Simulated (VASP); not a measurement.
# CdBi2 (P6_3/mmc) in VASP: further runs, part 2 of 2

VASP 6.6.1. The steps go on from the part before.

## (4) Relaxation of cell and atoms, PBE

INCAR reads:

```
ALGO = Fast
EDIFF = 1E-6
EDIFFG = -0.04
ENCUT = 600
GGA = PE
IBRION = 2
ISIF = 3
ISMEAR = 0
LASPH = True
LCHARG = False
LREAL = False
LWAVE = False
NELM = 60
NSW = 90
PREC = Accurate
SIGMA = 0.1
```

KPOINTS reads:

```
k-points
0
Gamma
  6 6 2
```

POSCAR reads:

```
CdBi2
1.0
    3.6246709976      0.0000000000      0.0000000000
   -1.8123354988      3.1390571643      0.0000000000
    0.0000000000      0.0000000000     14.0984838136
Cd Bi
2 4
Direct
    0.3333333333      0.6666666667      0.2500000000
    0.6666666667      0.3333333333      0.7500000000
    0.3333333333      0.6666666667      0.6275000000
    0.6666666667      0.3333333333      0.1275000000
    0.3333333333      0.6666666667      0.8725000000
    0.6666666667      0.3333333333      0.3725000000
```

Potentials or basis: VASP PAW PBE potentials, release 64 (Cd, Bi_d).

Launch:

```
$ cat potpaw_PBE.64/Cd/POTCAR potpaw_PBE.64/Bi_d/POTCAR > POTCAR
$ mpirun -np 1 vasp_std > vasp.out
```

OUTCAR:

```text
EDIFF = 1E-6
   EDIFFG = -0.04
   ENCUT = 600
   GGA = PE
   IBRION = 2
   ISIF = 3
   ISMEAR = 0
   LASPH = True
   LREAL = False
   NELM = 60
   NSW = 90
   PREC = Accurate

 ion  position               nearest neighbor table
   1  0.333  0.667  0.250-   4 2.71   6 2.71   4 2.71   6 2.71   4 2.71   6 2.71
   2  0.667  0.333  0.750-   3 2.71   5 2.71   3 2.71   5 2.71   3 2.71   5 2.71
   3  0.333  0.667  0.627-   2 2.71   2 2.71   2 2.71   5 3.45
   4  0.667  0.333  0.127-   1 2.71   1 2.71   1 2.71   6 3.45
   5  0.333  0.667  0.873-   2 2.71   2 2.71   2 2.71   3 3.45
   6  0.667  0.333  0.373-   1 2.71   1 2.71   1 2.71   4 3.45

  LATTYP: Found a hexagonal cell.
 ALAT       =     3.6246709976
 C/A-ratio  =     3.8895899305

  Lattice vectors:

 A1 = (   3.6246709976,   0.0000000000,   0.0000000000)
 A2 = (  -1.8123354988,   3.1390571643,   0.0000000000)
 A3 = (   0.0000000000,   0.0000000000,  14.0984838136)

Analysis of symmetry for initial positions (statically):
=====================================================================
 Subroutine PRICEL returns:
 Original cell was already a primitive cell.

 Routine SETGRP: Setting up the symmetry group for a
 hexagonal supercell.

[... 161 lines left out ...]

 Free energy of the ion-electron system (eV)
  ---------------------------------------------------
  ext. energy  EPLUGINS =         0.00000000
  ---------------------------------------------------
  free energy    TOTEN  =       -12.25070016 eV

  energy without entropy =      -12.23324186  energy(sigma->0) =      -12.24197101

------------------------ aborting loop because EDIFF is reached ----------------------------------------

  FORCE on cell =-STRESS in cart. coord.  units (eV):
  Direction    XX          YY          ZZ          XY          YZ          ZX
  --------------------------------------------------------------------------------------
  -------------------------------------------------------------------------------------
  Total       23.7436285     23.7436285     19.8449270      0.0000000      0.0000000      0.0000000
  in kB      237.1468952    237.1468952    198.2073984      0.0000000      0.0000000      0.0000000
  external PRESSURE =     224.1670630 kB  Pullay stress =       0.0000000 kB
[... 1602 lines left out ...]
     49      10.6019      0.00000
     50      10.6019      0.00000

[... ionic steps 4 to 36 ...]

--------------------------------------- Ionic step       37  -------------------------------------------

 number of electron      84.0000003 magnetization

------------------------ aborting loop because EDIFF is reached ----------------------------------------
[... 75 lines left out ...]
--------------------------------------- Ionic step       39  -------------------------------------------

 number of electron      83.9999995 magnetization

 Free energy of the ion-electron system (eV)
  ---------------------------------------------------
  ext. energy  EPLUGINS =         0.00000000
  ---------------------------------------------------
  free energy    TOTEN  =       -16.42382324 eV

  energy without entropy =      -16.41619792  energy(sigma->0) =      -16.42001058

 E-fermi :   4.7723     XC(G=0):  -9.5196

 val. band max:        4.6626965361   @ k =   0.0000   0.0000   0.5000
 cond. band min:       4.7763687638   @ k =   0.0000   0.0000   0.0000
 fundamental gap:      0.1136722277
 Fermi energy:         4.7722930912
[... 773 lines left out ...]
  FREE ENERGIE OF THE ION-ELECTRON SYSTEM (eV)
  ---------------------------------------------------
  free  energy   TOTEN  =       -16.4238232418 eV

  energy  without entropy=      -16.4161979250  energy(sigma->0) =      -16.42001058

 reached required accuracy - stopping structural energy minimisation
```

Wall time 43 min (1 thread of Intel Xeon 6975P-C (Granite Rapids), shared host); peak memory 0.41 GiB.

What came out:

```
Free energy                           : -16.4238 eV
Relaxed volume                        : 33.08 Å³/atom
Relaxed cell                          : a = 4.410 Å, b = 4.410 Å, c = 11.784 Å, α = 90.00°, β = 90.00°, γ = 120.00°
Space group after relaxing (to 0.1 Å) : P6_3/mmc (No. 194)
Energy gained by relaxing             : 695.5 meV/atom
Ionic steps                           : 39
Pressure after relaxing               : 0.0 GPa
Largest force after relaxing          : 0.029 eV/Å
Band gap on the k mesh                : zero (bands 42 and 43 overlap by 1.78 eV)
```

Forces in eV/Å, atoms in the order of the input:
```
Cd   0.000  0.000  0.000
Cd   0.000  0.000  0.000
Bi   0.000  0.000 -0.029
Bi   0.000  0.000 -0.029
Bi   0.000  0.000  0.029
Bi   0.000  0.000  0.029
```

Stress tensor (GPa, compression positive):
```
 0.03  0.00  0.00
 0.00  0.03  0.00
 0.00  0.00 -0.08
```

Step by step:
```
step  energy change (eV)  largest force (eV/Å)  pressure (GPa)  volume (Å³)
   1              0.0000                3.1443           22.42       160.41
   2             -1.5114                0.5700           -5.98       263.81
   3             -2.9651                0.2320           -0.67       208.58
   4             -2.9668                0.2625           -0.46       207.54
   5             -2.9668                0.2920           -0.24       206.51
   6             -3.0263                0.3126           -0.19       205.06
   7             -3.2531                0.2723            0.01       200.35
   8             -3.5940                0.3566            1.79       189.41
   9             -3.6309                0.3526            3.61       183.91
  10             -3.2120                0.8924            9.44       171.62
  11             -3.6179                0.4133            4.51       181.84
  12             -3.6366                0.4069            4.46       182.04
  13             -3.6818                0.4094            4.32       182.62
  14             -3.7364                0.4797            4.09       183.64
  15             -3.7536                0.4968            4.23       185.07
  16             -3.7773                0.4758            4.06       184.59
  17             -3.7742                0.4722            4.11       184.79
  18             -3.8434                0.4048            3.21       187.41
  19             -3.9638                0.2523            0.89       195.43
  20             -3.9807                0.2192           -0.05       199.46
  21             -3.9811                0.2155           -0.20       200.22
  22             -3.9840                0.2232           -0.20       200.04
  23             -3.9930                0.2478           -0.14       199.50
  24             -4.0129                0.2951           -0.01       198.42
  25             -4.0554                0.3048            0.28       196.26
  26             -4.1178                0.1419            1.17       191.92
  27             -4.1186                0.0346            1.69       190.19
  28             -4.1203                0.0823            1.46       190.90
  29             -4.1238                0.0685            1.44       191.03
  30             -4.1331                0.0429            1.39       191.40
  31             -4.1459                0.0111            1.34       192.13
  32             -4.1420                0.2015            1.30       193.56
  33             -4.1498                0.0702            1.32       192.70
  34             -4.1588                0.0418            1.02       193.90
  35             -4.1719                0.0368            0.15       197.55
  36             -4.1721                0.0483            0.05       198.06
  37             -4.1721                0.0507            0.03       198.18
  38             -4.1724                0.0407            0.01       198.26
  39             -4.1731                0.0286           -0.01       198.50
```

Final structure:
```
Cd Bi
1.0
     4.41024    0.00000    0.00000
    -2.20512    3.81938    0.00000
     0.00000    0.00000   11.78414
Cd Bi
2 4
Direct
  0.33333 0.66667 0.25000
  0.66667 0.33333 0.75000
  0.33333 0.66667 0.58425
  0.66667 0.33333 0.08425
  0.33333 0.66667 0.91575
  0.66667 0.33333 0.41575
```

Caveat: the volume moved by over 15 % at a fixed basis, so the end points are rough; spin-orbit coupling is left out, which moves the levels of the heavy elements.

## (5) Single point, PBE

This run uses another cell than the first one, of 29.37 Å³/atom.

INCAR reads:

```
SYSTEM = CdBi2
PREC = Accurate
ENCUT = 520
EDIFF = 1E-6
ISMEAR = 0
SIGMA = 0.1
LREAL = .False.
LASPH = .True.
NELM = 80
ALGO = Fast
ISIF = 2
LWAVE = .False.
LCHARG = .True.
GGA = PE
LELF = .True.
LVHAR = .True.
NBANDS = 51
```

KPOINTS reads:

```
regular mesh
0
Gamma
  12 12 4
  0 0 0
```

POSCAR reads:

```
CdBi2
1.0
    3.5101563879      0.0000000000      0.0000000000
   -1.7550781940      3.0398846032      0.0000000000
    0.0000000000      0.0000000000     16.5158298801
Cd Bi
2 4
Direct
    0.3333333333      0.6666666667      0.2500000000
    0.6666666667      0.3333333333      0.7500000000
    0.3333333333      0.6666666667      0.5918387052
    0.6666666667      0.3333333333      0.0918387052
    0.3333333333      0.6666666667      0.9081612948
    0.6666666667      0.3333333333      0.4081612948
```

Potentials or basis: VASP PAW PBE potentials, release 64 (Cd, Bi_d).

Launch:

```
$ cat potpaw_PBE.64/Cd/POTCAR potpaw_PBE.64/Bi_d/POTCAR > POTCAR
$ mpirun -np 1 vasp_std > vasp.out
```

OUTCAR:

```text
SYSTEM = CdBi2
   PREC = Accurate
   ENCUT = 520
   EDIFF = 1E-6
   ISMEAR = 0
   LREAL = .False.
   LASPH = .True.
   NELM = 80
   ISIF = 2
   GGA = PE

 ion  position               nearest neighbor table
   1  0.333  0.667  0.250-   4 3.31   6 3.31   4 3.31   6 3.31   4 3.31   6 3.31
   2  0.667  0.333  0.750-   3 3.31   5 3.31   3 3.31   5 3.31   3 3.31   5 3.31
   3  0.333  0.667  0.592-   2 3.31   2 3.31   2 3.31   6 3.65   6 3.65   6 3.65
   4  0.667  0.333  0.092-   1 3.31   1 3.31   1 3.31   5 3.65   5 3.65   5 3.65
   5  0.333  0.667  0.908-   2 3.31   2 3.31   2 3.31   4 3.65   4 3.65   4 3.65
   6  0.667  0.333  0.408-   1 3.31   1 3.31   1 3.31   3 3.65   3 3.65   3 3.65

  LATTYP: Found a hexagonal cell.
 ALAT       =     3.5101563879
 C/A-ratio  =     4.7051550002

  Lattice vectors:

 A1 = (   3.5101563879,   0.0000000000,   0.0000000000)
 A2 = (  -1.7550781940,   3.0398846032,   0.0000000000)
 A3 = (   0.0000000000,   0.0000000000,  16.5158298801)

Analysis of symmetry for initial positions (statically):
=====================================================================
 Subroutine PRICEL returns:
 Original cell was already a primitive cell.

[... 185 lines left out ...]
 fundamental gap:      0.0252985631
 Fermi energy:         6.1604663126

 k-point     1 :       0.0000    0.0000    0.0000
  band No.  band energies     occupation
      1     -16.8919      2.00000
      2     -16.8919      2.00000
      3     -16.8917      2.00000
      4     -16.8917      2.00000
      5     -16.8890      2.00000
      6     -16.8890      2.00000
[... 1285 lines left out ...]
     50      10.5356      0.00000
     51      10.8061      0.00000

 [... further k-points ...]

------------------------ aborting loop because EDIFF is reached ----------------------------------------

  FORCE on cell =-STRESS in cart. coord.  units (eV):
  Direction    XX          YY          ZZ          XY          YZ          ZX
  --------------------------------------------------------------------------------------
  -------------------------------------------------------------------------------------
  Total        0.0224023      0.0224023      0.0408117     -0.0000000      0.0000000     -0.0000000
  in kB        0.2036666      0.2036666      0.3710322     -0.0000000      0.0000000     -0.0000000
  external PRESSURE =       0.2594551 kB  Pullay stress =       0.0000000 kB

 VOLUME and BASIS-vectors are now :
 -----------------------------------------------------------------------------
  energy-cutoff  :      520.00
  volume of cell :      176.23
      direct lattice vectors                 reciprocal lattice vectors
     3.510156388  0.000000000  0.000000000     0.284887592  0.164479928  0.000000000
    -1.755078194  3.039884603  0.000000000     0.000000000  0.328959856  0.000000000
     0.000000000  0.000000000 16.515829880     0.000000000  0.000000000  0.060547972

 POSITION                                       TOTAL-FORCE (eV/Angst)
 -----------------------------------------------------------------------------------
     -0.00000      2.02659      4.12896        -0.000000      0.000000      0.000000
      1.75508      1.01329     12.38687         0.000000     -0.000000      0.000000
     -0.00000      2.02659      9.77471         0.000000     -0.000000     -0.009480
      1.75508      1.01329      1.51679        -0.000000      0.000000     -0.009480
     -0.00000      2.02659     14.99904         0.000000      0.000000      0.009480
      1.75508      1.01329      6.74112        -0.000000      0.000000      0.009480
 -----------------------------------------------------------------------------------
    total drift:                                0.000000     -0.000000      0.000000

  FREE ENERGIE OF THE ION-ELECTRON SYSTEM (eV)
  ---------------------------------------------------
  free  energy   TOTEN  =       -16.2265112589 eV

  energy  without entropy=      -16.2091759867  energy(sigma->0) =      -16.21784362
```

Wall time 4.6 min (1 thread of Intel Xeon 6975P-C (Granite Rapids), shared host); peak memory 0.56 GiB.

Results:

```
Free energy            : -16.2265 eV
Pressure               : 0.0 GPa
Largest force          : 0.009 eV/Å
Band gap on the k mesh : zero (bands 42 and 43 overlap by 5.37 eV)
```

Forces in eV/Å, atoms in the order of the input:
```
Cd   0.000  0.000  0.000
Cd   0.000  0.000  0.000
Bi   0.000  0.000 -0.009
Bi   0.000  0.000 -0.009
Bi   0.000  0.000  0.009
Bi   0.000  0.000  0.009
```

Levels at points of the mesh, in eV from the Fermi level:
| k point | band 40 | band 41 | band 42 | band 43 | band 44 | band 45 |
| --- | --- | --- | --- | --- | --- | --- |
| (0.00, 0.00, 0.00) | 3.48 | 3.96 | 3.96 | 4.03 | 4.03 | 4.57 |
| (0.50, 0.00, 0.00) | -1.69 | -0.92 | -0.60 | 0.08 | 0.80 | 1.01 |
| (0.00, 0.00, 0.50) | 1.51 | 3.99 | 3.99 | 3.99 | 3.99 | 4.62 |
| (0.50, 0.00, 0.50) | -2.19 | -0.71 | -0.71 | 0.49 | 0.49 | 1.11 |

Caveat: spin-orbit coupling is left out, which moves the levels of the heavy elements.

## (6) Summary

```csv
task,cell,k mesh,cutoff (eV),gap on the mesh (eV),pressure (GPa),largest force (eV/Å)
single point,"a = 3.625, b = 3.625, c = 14.098 Å, angles 90.0, 90.0, 120.0°, 6 atoms, atomic positions A",6 × 6 × 2,520,none,22.4,3.14
single point,"a = 3.842, b = 3.842, c = 14.175 Å, angles 90.0, 90.0, 120.0°, 6 atoms, atomic positions B",6 × 6 × 2,520,none,0.0,0.01
relaxation of cell and atoms,"relaxed from a = 3.625, b = 3.625, c = 14.098 Å, angles 90.0, 90.0, 120.0°, 6 atoms, atomic positions A",6 × 6 × 2,600,none,0.0,0.03
single point,"a = 3.510, b = 3.510, c = 16.516 Å, angles 90.0, 90.0, 120.0°, 6 atoms, atomic positions C",12 × 12 × 4,520,none,0.0,0.01
```

Alike in all rows: level PBE; potentials or basis VASP PAW PBE potentials, release 64 (Cd, Bi_d); no spin polarisation; smearing gaussian 0.1 eV.

Caveats: spin-orbit coupling is left out, which moves the levels of the heavy elements; the cell stands under pressure (at least some runs); forces of over 1 eV/Å act on the atoms, so gaps and moduli don't describe the material at rest (at least some runs); the volume moved by over 15 % at a fixed basis, so the end points are rough (at least some runs).

Absolute energies hang on the potentials; compare differences alone.
